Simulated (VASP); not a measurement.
# Pt (I4/mmm) in VASP: a series of runs

The runs below take Pt through single point, with PBEsol.

Everything below comes from runs of VASP 6.6.1. Logs are shortened: lines on timing, memory, paths and dates and some standing lists are left out, and cuts for length are marked.

## (1) The cell of the first run

Symmetry: I4/mmm, No. 139, tetragonal system. The conventional cell has a = 2.770 Å, b = 2.770 Å, c = 4.114 Å, α = 90.00°, β = 90.00°, γ = 90.00°. Within 3.7 Å of Pt (site symmetry 4/mmm) lie 12 Pt at 2.77 to 2.84 Å.

## (2) Single point, PBEsol (strain +0.000 along x and y, +0.050 along z)

The input, INCAR:

```
SYSTEM = Pt
  ALGO = Fast
  EDIFF = 1E-6
  ENCUT = 520
  GGA = PS
  ISIF = 2
  ISMEAR = 0
  LASPH = .TRUE.
  LCHARG = .TRUE.
  LELF = .TRUE.
  LREAL = .FALSE.
  LVHAR = .TRUE.
  LWAVE = .FALSE.
  NBANDS = 11
  NELM = 100
  PREC = Accurate
  SIGMA = 0.15
```

The input, KPOINTS:

```
k-points
0
G
  26 26 26
  0 0 0
```

The input, POSCAR:

```
Pt
1.0
    0.0000000000      1.9590303455      2.0569818628
    1.9590303455      0.0000000000      2.0569818628
    1.9590303455      1.9590303455      0.0000000000
Pt
1
Direct
    0.0000000000      0.0000000000      0.0000000000
```

Potentials or basis: VASP PAW PBE potentials, release 64 (Pt).

Started as:

```bash
$ cat potpaw_PBE.64/Pt/POTCAR > POTCAR
$ mpirun -np 1 vasp_std > vasp.out
```

OUTCAR:

```text
SYSTEM = Pt
   EDIFF = 1E-6
   ENCUT = 520
   GGA = PS
   ISIF = 2
   ISMEAR = 0
   LASPH = .TRUE.
   LREAL = .FALSE.
   NELM = 100
   PREC = Accurate

 ion  position               nearest neighbor table
   1  0.000  0.000  0.000-

  LATTYP: Found a body centered tetragonal cell.
 ALAT       =     2.7704872837
 C/A-ratio  =     1.4849242405

  Lattice vectors:

 A1 = (  -1.9590303455,   0.0000000000,   2.0569818628)
 A2 = (   1.9590303455,   0.0000000000,   2.0569818628)
 A3 = (   0.0000000000,   1.9590303455,  -2.0569818628)

Analysis of symmetry for initial positions (statically):
=====================================================================
 Subroutine PRICEL returns:
 Original cell was already a primitive cell.

 Routine SETGRP: Setting up the symmetry group for a
 body centered tetragonal supercell.

 Subroutine GETGRP returns: Found 16 space group operations
 (whereof 16 operations were pure point group operations)
 out of a pool of 16 trial point group operations.

The static configuration has the point symmetry D_4h.

Analysis of symmetry for dynamics (positions and initial velocities):
=====================================================================
 Subroutine PRICEL returns:
 Original cell was already a primitive cell.

 Routine SETGRP: Setting up the symmetry group for a
 body centered tetragonal supercell.

 Subroutine GETGRP returns: Found 16 space group operations
 (whereof 16 operations were pure point group operations)
 out of a pool of 16 trial point group operations.

The dynamic configuration has the point symmetry D_4h.

 Subroutine INISYM returns: Found 16 space group operations
 (whereof 16 operations are pure point group operations),
 and found     1 'primitive' translations

----------------------------------------------------------------------------------------

                                     Primitive cell

  volume of cell :      15.7886

  direct lattice vectors                    reciprocal lattice vectors
     0.000000000  1.959030345  2.056981863    -0.255228308  0.255228308  0.243074579
     1.959030345  0.000000000  2.056981863     0.255228308 -0.255228308  0.243074579
     1.959030345  1.959030345  0.000000000     0.255228308  0.255228308 -0.243074579

  length of vectors
     2.840594001  2.840594001  2.770487284     0.435164600  0.435164600  0.435164600

  position of ions in fractional coordinates (direct lattice)
     0.000000000  0.000000000  0.000000000

  ion indices of the primitive-cell ions
   primitive index   ion index
                 1           1

----------------------------------------------------------------------------------------

 KPOINTS: k-points

Automatic generation of k-mesh.
 Grid dimensions read from file:
 generate k-points for:   26   26   26

 Generating k-lattice:

  Cartesian coordinates                     Fractional coordinates (reciprocal lattice)
    -0.009816473  0.009816473  0.009349022     0.038461538  0.000000000  0.000000000
     0.009816473 -0.009816473  0.009349022     0.000000000  0.038461538  0.000000000
     0.009816473  0.009816473 -0.009349022    -0.000000000 -0.000000000  0.038461538

  Length of vectors
     0.016737100  0.016737100  0.016737100

  Shift w.r.t. Gamma in fractional coordinates (k-lattice)
     0.000000000  0.000000000  0.000000000

 Subroutine IBZKPT returns following result:
 ===========================================

 Found   1330 irreducible k-points:

 Following reciprocal coordinates:
            Coordinates               Weight
  0.000000  0.000000  0.000000      1.000000
  0.038462  0.000000  0.000000      8.000000
  0.076923  0.000000  0.000000      8.000000
  0.115385  0.000000  0.000000      8.000000
  0.153846 -0.000000  0.000000      8.000000
  0.192308  0.000000  0.000000      8.000000
[... 16 lines left out ...]
  0.346154  0.038462  0.000000      8.000000
  0.384615  0.038462  0.000000      8.000000
 [... further k-points ...]
   k-points           NKPTS =   1330   k-points in BZ     NKDIM =   1330   number of bands    NBANDS=     11
   number of dos      NEDOS =    301   number of ions     NIONS =      1
   total plane-waves  NPLWV =  13824
   dimension x,y,z NGX =    24 NGY =   24 NGZ =   24
   dimension x,y,z NGXF=    48 NGYF=   48 NGZF=   48
   ions per type =               1
   NGX,Y,Z   is equivalent  to a cutoff of  14.05, 14.05, 14.40 a.u.
   NGXF,Y,Z  is equivalent  to a cutoff of  28.09, 28.09, 28.80 a.u.
 SYSTEM =  Pt
   PREC   = accura    normal or accurate (medium, high low for compatibility)
   ISTART =      0    job   : 0-new  1-cont  2-samecut
   ICHARG =      2    charge: 1-file 2-atom 10-const
   ISPIN  =      1    spin polarized calculation?
   LNONCOLLINEAR =      F non collinear calculations
   LSORBIT =      F    spin-orbit coupling
   LASPH  =      T    aspherical Exc in radial PAW
   ENCUT  =  520.0 eV  38.22 Ry    6.18 a.u.   5.28  5.28  5.15*2*pi/ulx,y,z
   NELM   =    100;   NELMIN=  2; NELMDL= -5     # of ELM steps
   EDIFF  = 0.1E-05   stopping-criterion for ELM
   LREAL  =      F    real-space projection
   EDIFFG = 0.1E-04   stopping-criterion for IOM
   NSW    =      0    number of steps for IOM
   IBRION =     -1    ionic relax: 0-MD 1-quasi-New 2-CG
   NFREE  =      0    steps in history (QN), initial steepest desc. (CG)
   ISIF   =      2    stress and relaxation
   ISYM   =      2    0-nonsym 1-usesym 2-fastsym
   POTIM  = 0.5000    time-step for ionic-motion
   TEBEG  =    0.0;   TEEND  =   0.0 temperature during run
   PSTRESS=    0.0 pullay stress
   NELECT =      10.0000    total number of electrons
   NUPDOWN=      -1.0000    fix difference up-down
   EMIN   =  10.00;   EMAX   =-10.00  energy-range for DOS
   EFERMI =   0.00;   METHOD = LEGACY
   ISMEAR =     0;   SIGMA  =   0.15  broadening in eV -4-tet -1-fermi 0-gaus
   EFERMI_NEDOS =   21; number of points for ismear=-14 and -15
   IALGO  =     68    algorithm
   IMIX   =      4    mixing-type and parameters
     AMIX     =   0.40;   BMIX     =  1.00
     AMIX_MAG =   1.60;   BMIX_MAG =  1.00
  volume/ion in A,a.u.               =      15.79       106.55
  Fermi-wavevector in a.u.,A,eV,Ry     =   1.405920  2.656803 26.893421  1.976611
  Thomas-Fermi vector in A             =   2.528332
   LORBIT       =      0    0 simple, 1 ext, 2 COOP (PROOUT), +10 PAW based schemes
   GGA     = PS    functional components
   LHFCALC =     F    Hartree Fock is set to
   AEXX    =    0.0000 exact exchange contribution
   IVDW    =     0    specifies the selected vdW correction
   LEPSILON=     F    determine dielectric tensor
   LRPA    =     F    only Hartree local field effects (RPA)
 non-spin polarized calculation
 RMM-DIIS sequential band-by-band and
 Gauss-broadening in eV      SIGMA  =   0.15
  energy-cutoff  :      520.00
  volume of cell :       15.79
 maximum number of plane-waves:       439
 NGX is ok and might be reduce to    24
   NGX = 11   NGY = 11   NGZ = 11

 number of electron      10.0000001 magnetization

 Free energy of the ion-electron system (eV)
  ---------------------------------------------------
  ext. energy  EPLUGINS =         0.00000000
  ---------------------------------------------------
  free energy    TOTEN  =        -6.93526822 eV

  energy without entropy =       -6.91217556  energy(sigma->0) =       -6.92372189

 E-fermi :  10.2217     XC(G=0): -13.3574

 val. band max:       10.2197202055   @ k =   0.5000   0.0769   0.3462
 cond. band min:      10.2219231121   @ k =   0.4231   0.0000   0.0385
 fundamental gap:      0.0022029067
 Fermi energy:        10.2216993134

 k-point     1 :       0.0000    0.0000    0.0000
  band No.  band energies     occupation
      1       0.4482      2.00000
      2       6.3409      2.00000
      3       6.9018      2.00000
      4       6.9018      2.00000
      5       8.3855      2.00000
      6       9.0340      2.00000
      7      25.0125      0.00000
      8      28.9283      0.00000
      9      30.0571      0.00000
     10      30.0571      0.00000
     11      34.8588      0.00000

 k-point     2 :       0.0385    0.0000    0.0000
  band No.  band energies     occupation
      1       0.5055      2.00000
      2       6.3512      2.00000
      3       6.8886      2.00000
      4       6.9244      2.00000
      5       8.3771      2.00000
      6       9.0172      2.00000
      7      25.0993      0.00000
      8      28.8770      0.00000
      9      29.8410      0.00000
     10      30.1434      0.00000
     11      35.2358      0.00000

 k-point     3 :       0.0769    0.0000    0.0000
  band No.  band energies     occupation
      1       0.6752      2.00000
      2       6.3710      2.00000
      3       6.8602      2.00000
      4       6.9887      2.00000
      5       8.3581      2.00000
      6       8.9712      2.00000
      7      25.3476      0.00000
      8      28.4034      0.00000
      9      29.7269      0.00000
     10      30.3977      0.00000
     11      36.0157      0.00000

 k-point     4 :       0.1154    0.0000    0.0000
  band No.  band energies     occupation
      1       0.9502      2.00000
      2       6.3705      2.00000
      3       6.8454      2.00000
      4       7.0843      2.00000
      5       8.3469      2.00000
      6       8.9101      2.00000
      7      25.7164      0.00000
      8      27.4679      0.00000
      9      30.0251      0.00000
     10      30.8056      0.00000
     11      35.9143      0.00000

 k-point     5 :       0.1538   -0.0000    0.0000
  band No.  band energies     occupation
      1       1.3164      2.00000
      2       6.3337      2.00000
      3       6.8580      2.00000
      4       7.1916      2.00000
      5       8.3738      2.00000
      6       8.8583      2.00000
      7      26.0763      0.00000
      8      26.4284      0.00000
      9      30.5291      0.00000
     10      31.3394      0.00000
     11      34.7331      0.00000
[... 211 lines left out ...]
 k-point    21 :       0.2692    0.0385    0.0000
  band No.  band energies     occupation
      1       2.5311      2.00000
      2       6.2755      2.00000
      3       6.8274      2.00000
      4       7.3527      2.00000
      5       8.7056      2.00000
      6       9.1982      2.00000
      7      23.1102      0.00000
      8      26.5224      0.00000
      9      31.5430      0.00000
     10      32.1908      0.00000
     11      33.0373      0.00000

 k-point    22 :       0.3077    0.0385    0.0000
  band No.  band energies     occupation
      1       2.9073      2.00000
      2       6.5372      2.00000
      3       6.7282      2.00000
      4       7.3012      2.00000
      5       9.0371      2.00000
      6       9.3914      2.00000
      7      21.7042      0.00000
      8      26.1158      0.00000
      9      31.2380      0.00000
     10      31.8264      0.00000
     11      33.7035      0.00000

 k-point    23 :       0.3462    0.0385    0.0000
  band No.  band energies     occupation
      1       3.1630      2.00000
      2       6.5899      2.00000
      3       7.0470      2.00000
      4       7.2201      2.00000
      5       9.4061      2.00000
      6       9.6145      2.00000
      7      20.2533      0.00000
      8      25.6292      0.00000
      9      30.6775      0.00000
     10      31.0167      0.00000
     11      34.6015      0.00000

 k-point    24 :       0.3846    0.0385    0.0000
  band No.  band energies     occupation
      1       3.3008      2.00000
      2       6.4979      2.00000
      3       7.1313      2.00000
      4       7.7027      2.00000
      5       9.7875      1.99996
      6       9.8317      1.99976
      7      18.8194      0.00000
      8      25.1847      0.00000
      9      30.0939      0.00000
     10      30.1189      0.00000
     11      35.5901      0.00000

 [... further k-points ...]

------------------------ aborting loop because EDIFF is reached ----------------------------------------

  FORCE on cell =-STRESS in cart. coord.  units (eV):
  Direction    XX          YY          ZZ          XY          YZ          ZX
  --------------------------------------------------------------------------------------
  -------------------------------------------------------------------------------------
  Total       -1.0577147     -1.0577147     -1.5355446      0.0000000      0.0000000      0.0000000
  in kB     -107.3337565   -107.3337565   -155.8225187      0.0000000      0.0000000      0.0000000
  external PRESSURE =    -123.4966772 kB  Pullay stress =       0.0000000 kB

 VOLUME and BASIS-vectors are now :
 -----------------------------------------------------------------------------
  energy-cutoff  :      520.00
  volume of cell :       15.79
      direct lattice vectors                 reciprocal lattice vectors
     0.000000000  1.959030345  2.056981863    -0.255228308  0.255228308  0.243074579
     1.959030345  0.000000000  2.056981863     0.255228308 -0.255228308  0.243074579
     1.959030345  1.959030345  0.000000000     0.255228308  0.255228308 -0.243074579

 POSITION                                       TOTAL-FORCE (eV/Angst)
 -----------------------------------------------------------------------------------
      0.00000      0.00000      0.00000         0.000000      0.000000     -0.000000
 -----------------------------------------------------------------------------------
    total drift:                               -0.000000      0.000000     -0.000000

  FREE ENERGIE OF THE ION-ELECTRON SYSTEM (eV)
  ---------------------------------------------------
  free  energy   TOTEN  =        -6.9352682228 eV

  energy  without entropy=       -6.9121755560  energy(sigma->0) =       -6.92372189
```

Wall time 3.1 min (1 thread of Intel Xeon Platinum 8259CL at 2.50GHz (Skylake/Cascade Lake), shared host); peak memory 0.34 GiB.

What came out:

```yaml
Free_energy: -6.9353 eV
Pressure: -12.3 GPa
Band_gap_on_the_k_mesh: zero (band 5 reaches 10.92 eV, above the bottom of band 6 at 8.61 eV)
```

Stress tensor (GPa, compression positive):
```
-10.73   0.00   0.00
  0.00 -10.73   0.00
  0.00   0.00 -15.58
```

Caveat: the cell differs from its parent crystal (strain +0.000 along x and y, +0.050 along z); the PAW data sets were made with another functional, which shifts forces and pressure a little; spin-orbit coupling is left out, which moves the levels of the heavy elements.

## (3) Single point, PBEsol (strain +0.025 along x and y, +0.000 along z)

The input, INCAR:

```
SYSTEM = Pt
ALGO     = Fast           ! electronic algorithm
EDIFF    = 1E-7           ! SCF threshold, eV
ENCUT    = 520            ! plane-wave cutoff, eV
GGA      = PS             ! functional
ISIF     = 2              ! what is computed and relaxed
ISMEAR   = 0              ! smearing method
LASPH    = .TRUE.         ! aspherical terms in the spheres
LCHARG   = .FALSE.        ! write CHGCAR
LREAL    = .FALSE.        ! projectors in reciprocal space
LWAVE    = .FALSE.        ! write WAVECAR
NBANDS   = 11             ! bands
NELM     = 100            ! most SCF steps
PREC     = Accurate       ! precision mode
SIGMA    = 0.15           ! smearing width, eV
```

KPOINTS is that of step 2.

The input, POSCAR:

```
Pt
1.0
    0.0000000000      2.0080061041      1.9590303455
    2.0080061041      0.0000000000      1.9590303455
    2.0080061041      2.0080061041      0.0000000000
Pt
1
Direct
    0.0000000000      0.0000000000      0.0000000000
```

Potentials or basis: VASP PAW PBE potentials, release 64 (Pt).

Started as:

```bash
$ cat potpaw_PBE.64/Pt/POTCAR > POTCAR
$ mpirun -np 1 vasp_std > vasp.out
```

It took 3.1 min on 1 thread of Intel Xeon Platinum 8259CL at 2.50GHz (Skylake/Cascade Lake), shared host; peak memory 0.35 GiB.

Results (log left out):

- Free energy: -6.9404 eV
- Pressure: -12.6 GPa
- Band gap on the k mesh: zero (band 5 reaches 10.77 eV, above the bottom of band 6 at 8.62 eV)

Stress tensor (GPa, compression positive):
```
-13.29   0.00   0.00
  0.00 -13.29   0.00
  0.00   0.00 -11.35
```

Levels at points of the mesh, in eV from the Fermi level:
```tsv
k point	band 2	band 3	band 4	band 5	band 6	band 7	band 8	band 9
(0.00, 0.00, 0.00)	-3.61	-3.61	-3.34	-1.66	-1.35	14.76	19.25	19.25
(0.50, 0.00, 0.00)	-3.71	-3.43	-0.35	-0.03	0.11	5.46	14.27	18.38
(0.50, 0.50, 0.00)	-6.17	0.00	0.46	0.46	2.12	8.75	10.90	10.90
(0.50, 0.00, 0.50)	-6.16	0.01	0.34	0.55	1.66	8.14	11.27	11.41
```

Caveat: the cell differs from its parent crystal (strain +0.025 along x and y, +0.000 along z); the PAW data sets were made with another functional, which shifts forces and pressure a little; spin-orbit coupling is left out, which moves the levels of the heavy elements.
